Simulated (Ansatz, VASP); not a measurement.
One calculation of SiC16, two programs

File INCAR:

```
  PREC = Accurate
  ENCUT = 520
  EDIFF = 1E-6
  ISMEAR = 0
  SIGMA = 0.05
  LREAL = Auto
  LASPH = T
  NELM = 150
  ALGO = Normal
  ISIF = 2
  LWAVE = F
  LCHARG = F
  ISPIN = 2
  MAGMOM = 0 0 0 0 0 0 0 0 0 0 0 0 0 0 0 0 2
  LORBIT = 11
  LDIPOL = T
  IDIPOL = 3
  DIPOL = 0.5 0.5 0.308
  GGA = PE
  IVDW = 12
  NBANDS = 52
```

File KPOINTS:

```
regular mesh
0
Gamma
  6 6 1
```

The input POSCAR:

```
SiC16
1.0
    4.9298676323      0.0000000000      0.0000000000
    0.0000000000      4.4224271195      0.0000000000
    0.0000000000      0.0000000000     22.6937497910
C Si
16 1
Direct
    0.2500000000      0.4155274488      0.1762599851
    0.7500000000      0.4155274488      0.1762599851
    0.0000000000      0.5195584910      0.2001803947
    0.5000000000      0.5195584910      0.2001803947
    0.0000000000      0.7272227621      0.2480852155
    0.5000000000      0.7272227621      0.2480852155
    0.2500000000      0.8312538043      0.2720056251
    0.7500000000      0.8312538043      0.2720056251
    0.2500000000      0.0442051686      0.3198734326
    0.7500000000      0.0442051686      0.3198734326
    0.0000000000      0.1500808487      0.3425973485
    0.5000000000      0.1500808487      0.3425973485
    0.0000000000      0.3779776253      0.3900566375
    0.5000000000      0.3779776253      0.3900566375
    0.2500000000      0.4764186278      0.4095290499
    0.7500000000      0.4764186278      0.4095290499
    0.2500000000      0.6430852945      0.5196915406
```

Input for Ansatz:

```yaml
crystal:
  lattice:
    - [4.9298676323, 0.0, 0.0]
    - [0.0, 4.4224271195, 0.0]
    - [0.0, 0.0, 22.693749791]
  atoms:
    - { symbol: C, position: [0.25, 0.4155274488, 0.1762599851] }
    - { symbol: C, position: [0.75, 0.4155274488, 0.1762599851] }
    - { symbol: C, position: [0.0, 0.519558491, 0.2001803947] }
    - { symbol: C, position: [0.5, 0.519558491, 0.2001803947] }
    - { symbol: C, position: [0.0, 0.7272227621, 0.2480852155] }
    - { symbol: C, position: [0.5, 0.7272227621, 0.2480852155] }
    - { symbol: C, position: [0.25, 0.8312538043, 0.2720056251] }
    - { symbol: C, position: [0.75, 0.8312538043, 0.2720056251] }
    - { symbol: C, position: [0.25, 0.0442051686, 0.3198734326] }
    - { symbol: C, position: [0.75, 0.0442051686, 0.3198734326] }
    - { symbol: C, position: [0.0, 0.1500808487, 0.3425973485] }
    - { symbol: C, position: [0.5, 0.1500808487, 0.3425973485] }
    - { symbol: C, position: [0.0, 0.3779776253, 0.3900566375] }
    - { symbol: C, position: [0.5, 0.3779776253, 0.3900566375] }
    - { symbol: C, position: [0.25, 0.4764186278, 0.4095290499] }
    - { symbol: C, position: [0.75, 0.4764186278, 0.4095290499] }
    - { symbol: Si, position: [0.25, 0.6430852945, 0.5196915406], spin: 2.0 }
basis:
  ecutwfc: 420
kpoints:
  mp_grid: { grid: [6, 6, 1] }
hamiltonian:
  xc: pbe
  pseudopotentials: { kind: paw, azcp: { folder: soft_1 } }
  dispersion: d3bj
scf:
  occupations: { method: gaussian, width: 0.05 }
output:
  forces: true
  eigenvalues: true
  populations: true
magnetization:
  spin_polarized: true
efield:
  axis: 3
  dipole_correction: true
  ramp_width: 0.04
```

Alike in both runs: task single point; functional PBE; dispersion D3(BJ); k mesh 6 × 6 × 1; occupations gaussian, width 0.05 eV; collinear spin.

|  | VASP | Ansatz |
| --- | --- | --- |
| version | VASP 6.6.1 | Ansatz 0.2.0 |
| potentials or method | VASP PAW PBE potentials, release 64 (C, Si), cutoff 520 eV | scalar-relativistic, plane waves, PAW |
| valence electrons in the cell | 68 | 68 |

VASP gave:

- gap on the k mesh at the Fermi level (eV): none
- rms of the force components (eV/Å): 1.199
- net moment per atom (μB): 0.13
- size of the moment on the site where the two differ most (μB): 0.64

What did Ansatz give for the same quantities?

gap on the k mesh at the Fermi level (eV): none; rms of the force components (eV/Å): 1.181; net moment per atom (μB): 0.15; size of the moment on the site where the two differ most (μB): 0.44.

Site moments also hang on the region over which each program counts them. Atom by atom the forces differ by 0.089 eV/Å (rms over components). A gap of «none» marks a metal or a gap that the smearing closes.
